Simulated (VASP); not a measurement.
Runs of VASP 6.6.1 on NbPdSe3. The structure is that of space group Pm-3m (No. 221), or close to it. The cells are those of the table. The cell was generated, and may not be a known phase.

```csv
task,cell,k mesh,cutoff (eV),gap on the mesh (eV),pressure (GPa),relaxed volume (Å³/atom)
relaxation of cell and atoms,"relaxed from a = 4.825 Å, 5 atoms",8 × 8 × 8,600,-,0.0,22.54
single point,"a = 4.694 Å, 5 atoms",4 × 4 × 4,520,none,(a),-
relaxation of cell and atoms,"relaxed from a = 4.694 Å, 5 atoms",4 × 4 × 4,600,-,0.0,22.48
single point,"a = 4.830 Å, 5 atoms",8 × 8 × 8,520,none,0.0,-
single point,"a = 4.825 Å, 5 atoms",4 × 4 × 4,520,none,0.0,-
```

Alike in all rows: level PBE; potentials or basis VASP PAW PBE potentials, release 64 (Nb_sv, Pd, Se); no spin polarisation; smearing gaussian 0.1 eV.

**Question.** Fill in the values left out.

**Answer.** (a) 8.4.

Caveats: the highest band is partly filled, so the run has too few bands (at least some runs); the cell stands under pressure (at least some runs).

A k mesh can miss the band edges, and the runs leave out spin-orbit coupling on Nb, Pd, Se.

A gap of «none» marks levels without a gap at the run's occupations.
